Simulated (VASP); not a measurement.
# Hf3Br2 (P-3m1) in VASP: notebook

Hf3Br2 is run at these levels: PBE; tasks: single point, relaxation of cell and atoms.

Everything below comes from runs of VASP 6.6.1. Logs are shortened: lines on timing, memory, paths and dates and some standing lists are left out, and cuts for length are marked.

**1. The cell of the first run**

Symmetry: P-3m1, No. 164, trigonal system. The conventional cell has a = 4.440 Å, b = 4.440 Å, c = 6.797 Å, α = 90.00°, β = 90.00°, γ = 120.00°. Within 4.1 Å of Hf (site symmetry -3m) lie 6 Br at 3.10 Å and 6 Hf at 3.45 Å. Within 3.5 Å of Hf (site symmetry 3m) lie 4 Br at 2.63 to 2.74 Å and 6 Hf at 3.36 to 3.45 Å. Br (site symmetry 3m) has 7 Hf at 2.63 to 3.10 Å within 3.5 Å.

**2. Single point, PBE**

INCAR reads:

```
  PREC = Accurate
  ENCUT = 520
  EDIFF = 1E-6
  ISMEAR = 0
  SIGMA = 0.1
  LREAL = False
  LASPH = True
  NELM = 100
  ALGO = Normal
  ISIF = 2
  LWAVE = False
  LCHARG = False
  GGA = PE
  NBANDS = 30
```

KPOINTS reads:

```
Automatic mesh
0
Gamma
  12 12 6
```

POSCAR reads:

```
Hf3Br2
1.0
    4.4399510655      0.0000000000      0.0000000000
   -2.2199755328      3.8451104143      0.0000000000
    0.0000000000      0.0000000000      6.7966461242
Hf Br
3 2
Direct
    0.0000000000      0.0000000000      0.0000000000
    0.3333333333      0.6666666667      0.6595539079
    0.6666666667      0.3333333333      0.3404460921
    0.3333333333      0.6666666667      0.2562485492
    0.6666666667      0.3333333333      0.7437514508
```

Potentials or basis: VASP PAW PBE potentials, release 64 (Hf_pv, Br).

Started as:

```console
cat potpaw_PBE.64/Hf_pv/POTCAR potpaw_PBE.64/Br/POTCAR > POTCAR
mpirun -np 1 vasp_std > vasp.out
```

OUTCAR:

```text
PREC = Accurate
   ENCUT = 520
   EDIFF = 1E-6
   ISMEAR = 0
   LREAL = False
   LASPH = True
   NELM = 100
   ISIF = 2
   GGA = PE

 ion  position               nearest neighbor table
   1  0.000  0.000  0.000-   4 3.10   5 3.10   5 3.10   4 3.10   5 3.10   4 3.10   2 3.45   3 3.45
                             2 3.45   3 3.45   3 3.45   2 3.45
   2  0.333  0.667  0.660-   5 2.63   5 2.63   5 2.63   4 2.74   3 3.36   3 3.36   3 3.36   1 3.45
                             1 3.45   1 3.45
   3  0.667  0.333  0.340-   4 2.63   4 2.63   4 2.63   5 2.74   2 3.36   2 3.36   2 3.36   1 3.45
                             1 3.45   1 3.45
   4  0.333  0.667  0.256-   3 2.63   3 2.63   3 2.63   2 2.74   1 3.10   1 3.10   1 3.10
   5  0.667  0.333  0.744-   2 2.63   2 2.63   2 2.63   3 2.74   1 3.10   1 3.10   1 3.10

  LATTYP: Found a hexagonal cell.
 ALAT       =     4.4399510655
 C/A-ratio  =     1.5307930254

  Lattice vectors:

 A1 = (   4.4399510655,   0.0000000000,   0.0000000000)
 A2 = (  -2.2199755328,   3.8451104143,   0.0000000000)
 A3 = (   0.0000000000,   0.0000000000,   6.7966461242)

Analysis of symmetry for initial positions (statically):
=====================================================================
 Subroutine PRICEL returns:
 Original cell was already a primitive cell.

 Routine SETGRP: Setting up the symmetry group for a
 hexagonal supercell.

 Subroutine GETGRP returns: Found 12 space group operations
 (whereof 12 operations were pure point group operations)
 out of a pool of 24 trial point group operations.

The static configuration has the point symmetry D_3d.

Analysis of symmetry for dynamics (positions and initial velocities):
=====================================================================
 Subroutine PRICEL returns:
 Original cell was already a primitive cell.

 Routine SETGRP: Setting up the symmetry group for a
 hexagonal supercell.

 Subroutine GETGRP returns: Found 12 space group operations
 (whereof 12 operations were pure point group operations)
 out of a pool of 24 trial point group operations.

The dynamic configuration has the point symmetry D_3d.

 Subroutine INISYM returns: Found 12 space group operations
 (whereof 12 operations are pure point group operations),
 and found     1 'primitive' translations

----------------------------------------------------------------------------------------

                                     Primitive cell

  volume of cell :     116.0330

  direct lattice vectors                    reciprocal lattice vectors
     4.439951065  0.000000000  0.000000000     0.225227708  0.130035278  0.000000000
    -2.219975533  3.845110414  0.000000000     0.000000000  0.260070555  0.000000000
     0.000000000  0.000000000  6.796646124     0.000000000  0.000000000  0.147131391

  length of vectors
     4.439951065  4.439951066  6.796646124     0.260070555  0.260070555  0.147131391

  position of ions in fractional coordinates (direct lattice)
     0.000000000  0.000000000  0.000000000
     0.333333333  0.666666667  0.659553908
     0.666666667  0.333333333  0.340446092
     0.333333333  0.666666667  0.256248549
     0.666666667  0.333333333  0.743751451

  ion indices of the primitive-cell ions
   primitive index   ion index
                 1           1
                 2           2
                 3           3
                 4           4
                 5           5

----------------------------------------------------------------------------------------

 KPOINTS: Automatic mesh

Automatic generation of k-mesh.
 Grid dimensions read from file:
 generate k-points for:   12   12    6

 Generating k-lattice:

  Cartesian coordinates                     Fractional coordinates (reciprocal lattice)
     0.018768976  0.010836273  0.000000000     0.083333333 -0.000000000  0.000000000
     0.000000000  0.021672546  0.000000000     0.000000000  0.083333333  0.000000000
     0.000000000  0.000000000  0.024521899     0.000000000  0.000000000  0.166666667

  Length of vectors
     0.021672546  0.021672546  0.024521899

  Shift w.r.t. Gamma in fractional coordinates (k-lattice)
     0.000000000  0.000000000  0.000000000

 Subroutine IBZKPT returns following result:
 ===========================================

 Found    100 irreducible k-points:

 Following reciprocal coordinates:
            Coordinates               Weight
  0.000000  0.000000  0.000000      1.000000
  0.083333 -0.000000  0.000000      6.000000
  0.166667 -0.000000  0.000000      6.000000
  0.250000 -0.000000  0.000000      6.000000
  0.333333 -0.000000  0.000000      6.000000
  0.416667 -0.000000  0.000000      6.000000
[... 16 lines left out ...]
  0.166667 -0.000000  0.166667      6.000000
  0.000000  0.166667  0.166667      6.000000
 [... further k-points ...]
   k-points           NKPTS =    100   k-points in BZ     NKDIM =    100   number of bands    NBANDS=     30
   number of dos      NEDOS =    301   number of ions     NIONS =      5
   total plane-waves  NPLWV =  69984
   dimension x,y,z NGX =    36 NGY =   36 NGZ =   54
   dimension x,y,z NGXF=    72 NGYF=   72 NGZF=  108
   ions per type =               3   2
   NGX,Y,Z   is equivalent  to a cutoff of  13.48, 13.48, 13.21 a.u.
   NGXF,Y,Z  is equivalent  to a cutoff of  26.96, 26.96, 26.42 a.u.
 SYSTEM =  unknown system
   PREC   = accura    normal or accurate (medium, high low for compatibility)
   ISTART =      0    job   : 0-new  1-cont  2-samecut
   ICHARG =      2    charge: 1-file 2-atom 10-const
   ISPIN  =      1    spin polarized calculation?
   LNONCOLLINEAR =      F non collinear calculations
   LSORBIT =      F    spin-orbit coupling
   LASPH  =      T    aspherical Exc in radial PAW
   ENCUT  =  520.0 eV  38.22 Ry    6.18 a.u.   8.26  8.26 12.64*2*pi/ulx,y,z
   NELM   =    100;   NELMIN=  2; NELMDL= -5     # of ELM steps
   EDIFF  = 0.1E-05   stopping-criterion for ELM
   LREAL  =      F    real-space projection
   EDIFFG = 0.1E-04   stopping-criterion for IOM
   NSW    =      0    number of steps for IOM
   IBRION =     -1    ionic relax: 0-MD 1-quasi-New 2-CG
   NFREE  =      0    steps in history (QN), initial steepest desc. (CG)
   ISIF   =      2    stress and relaxation
   ISYM   =      2    0-nonsym 1-usesym 2-fastsym
   POTIM  = 0.5000    time-step for ionic-motion
   TEBEG  =    0.0;   TEEND  =   0.0 temperature during run
   PSTRESS=    0.0 pullay stress
   NELECT =      44.0000    total number of electrons
   NUPDOWN=      -1.0000    fix difference up-down
   EMIN   =  10.00;   EMAX   =-10.00  energy-range for DOS
   EFERMI =   0.00;   METHOD = LEGACY
   ISMEAR =     0;   SIGMA  =   0.10  broadening in eV -4-tet -1-fermi 0-gaus
   EFERMI_NEDOS =   21; number of points for ismear=-14 and -15
   IALGO  =     38    algorithm
   IMIX   =      4    mixing-type and parameters
     AMIX     =   0.40;   BMIX     =  1.00
     AMIX_MAG =   1.60;   BMIX_MAG =  1.00
  volume/ion in A,a.u.               =      23.21       156.61
  Fermi-wavevector in a.u.,A,eV,Ry     =   1.184946  2.239223 19.103895  1.404097
  Thomas-Fermi vector in A             =   2.321150
   LORBIT       =      0    0 simple, 1 ext, 2 COOP (PROOUT), +10 PAW based schemes
   GGA     = PE    functional components
   LHFCALC =     F    Hartree Fock is set to
   AEXX    =    0.0000 exact exchange contribution
   IVDW    =     0    specifies the selected vdW correction
   LEPSILON=     F    determine dielectric tensor
   LRPA    =     F    only Hartree local field effects (RPA)
 non-spin polarized calculation
 Gauss-broadening in eV      SIGMA  =   0.10
  energy-cutoff  :      520.00
  volume of cell :      116.03
 maximum number of plane-waves:      3150
 NGX is ok and might be reduce to    36
   NGX = 17   NGY = 17   NGZ = 25

 number of electron      43.9999996 magnetization

 Free energy of the ion-electron system (eV)
  ---------------------------------------------------
  ext. energy  EPLUGINS =         0.00000000
  ---------------------------------------------------
  free energy    TOTEN  =       -30.52752448 eV

  energy without entropy =      -30.51015971  energy(sigma->0) =      -30.51884209

 E-fermi :   5.7116     XC(G=0): -10.5735

 val. band max:        5.7088671501   @ k =   0.4167   0.1667   0.1667
 cond. band min:       5.7165249953   @ k =   0.2500  -0.0000   0.1667
 fundamental gap:      0.0076578452
 Fermi energy:         5.7115665811

 k-point     1 :       0.0000    0.0000    0.0000
  band No.  band energies     occupation
      1     -26.2410      2.00000
      2     -26.2410      2.00000
      3     -26.1967      2.00000
      4     -25.7390      2.00000
      5     -25.7390      2.00000
      6     -25.6500      2.00000
[... 22 lines left out ...]
     29       8.1635      0.00000
     30       8.2055      0.00000

 k-point     2 :       0.0833   -0.0000    0.0000
  band No.  band energies     occupation
      1     -26.2426      2.00000
      2     -26.2415      2.00000
      3     -26.1969      2.00000
      4     -25.7408      2.00000
      5     -25.7399      2.00000
      6     -25.6588      2.00000
[... 22 lines left out ...]
     29       7.8824      0.00000
     30       8.3258      0.00000

 k-point     3 :       0.1667   -0.0000    0.0000
  band No.  band energies     occupation
      1     -26.2469      2.00000
      2     -26.2428      2.00000
      3     -26.1974      2.00000
      4     -25.7467      2.00000
      5     -25.7424      2.00000
      6     -25.6786      2.00000
[... 22 lines left out ...]
     29       7.7743      0.00000
     30       8.3937      0.00000

 k-point     4 :       0.2500   -0.0000    0.0000
  band No.  band energies     occupation
      1     -26.2524      2.00000
      2     -26.2447      2.00000
      3     -26.1977      2.00000
      4     -25.7569      2.00000
      5     -25.7458      2.00000
      6     -25.7000      2.00000
[... 616 lines left out ...]
     29       8.1971      0.00000
     30       8.3820      0.00000

 k-point    23 :       0.1667   -0.0000    0.1667
  band No.  band energies     occupation
      1     -26.2467      2.00000
      2     -26.2426      2.00000
      3     -26.1968      2.00000
      4     -25.7484      2.00000
      5     -25.7439      2.00000
      6     -25.6799      2.00000
[... 22 lines left out ...]
     29       7.5509      0.00000
     30       8.6691      0.00000

 k-point    24 :       0.0000    0.1667    0.1667
  band No.  band energies     occupation
      1     -26.2468      2.00000
      2     -26.2430      2.00000
      3     -26.1974      2.00000
      4     -25.7475      2.00000
      5     -25.7408      2.00000
      6     -25.6778      2.00000
[... 22 lines left out ...]
     29       8.1475      0.00000
     30       8.4591      0.00000

 [... further k-points ...]

------------------------ aborting loop because EDIFF is reached ----------------------------------------

  FORCE on cell =-STRESS in cart. coord.  units (eV):
  Direction    XX          YY          ZZ          XY          YZ          ZX
  --------------------------------------------------------------------------------------
  -------------------------------------------------------------------------------------
  Total       -0.3038959     -0.3038959     -0.2761670      0.0000000      0.0000000     -0.0000000
  in kB       -4.1961762     -4.1961762     -3.8132980      0.0000000      0.0000000     -0.0000000
  external PRESSURE =      -4.0685501 kB  Pullay stress =       0.0000000 kB

 VOLUME and BASIS-vectors are now :
 -----------------------------------------------------------------------------
  energy-cutoff  :      520.00
  volume of cell :      116.03
      direct lattice vectors                 reciprocal lattice vectors
     4.439951065  0.000000000  0.000000000     0.225227708  0.130035278  0.000000000
    -2.219975533  3.845110414  0.000000000     0.000000000  0.260070555  0.000000000
     0.000000000  0.000000000  6.796646124     0.000000000  0.000000000  0.147131391

 POSITION                                       TOTAL-FORCE (eV/Angst)
 -----------------------------------------------------------------------------------
      0.00000      0.00000      0.00000        -0.000000      0.000000      0.000000
     -0.00000      2.56341      4.48275        -0.000000      0.000000      0.004745
      2.21998      1.28170      2.31389        -0.000000     -0.000000     -0.004745
     -0.00000      2.56341      1.74163         0.000000     -0.000000      0.012846
      2.21998      1.28170      5.05502         0.000000      0.000000     -0.012846
 -----------------------------------------------------------------------------------
    total drift:                               -0.000000      0.000000     -0.000000

  FREE ENERGIE OF THE ION-ELECTRON SYSTEM (eV)
  ---------------------------------------------------
  free  energy   TOTEN  =       -30.5275244782 eV

  energy  without entropy=      -30.5101597082  energy(sigma->0) =      -30.51884209
```

Wall time 3.4 min (1 thread of Intel Xeon 6975P-C (Granite Rapids), shared host); peak memory 0.44 GiB.

Results:

| Item | Value |
| --- | --- |
| Free energy | -30.5275 eV |
| Pressure | -0.4 GPa |
| Largest force | 0.013 eV/Å |
| Band gap on the k mesh | zero (bands 22 and 23 overlap by 0.81 eV) |

Forces in eV/Å, atoms in the order of the input:
```
Hf   0.000  0.000  0.000
Hf   0.000  0.000  0.005
Hf   0.000  0.000 -0.005
Br   0.000  0.000  0.013
Br   0.000  0.000 -0.013
```

Levels at points of the mesh, in eV from the Fermi level:
```
           k point  band 20  band 21  band 22  band 23  band 24  band 25
(0.00, 0.00, 0.00)    -1.68    -0.88    -0.15     0.81     0.81     1.34
(0.50, 0.00, 0.00)    -1.07    -0.60    -0.57     0.07     0.45     0.94
(0.00, 0.00, 0.50)    -0.94    -0.94    -0.48    -0.48     0.18     0.73
(0.50, 0.00, 0.50)    -1.32    -0.92    -0.52     0.53     0.80     1.39
```

Caveat: spin-orbit coupling is left out, which moves the levels of the heavy elements.

[end of part 1 of 2]
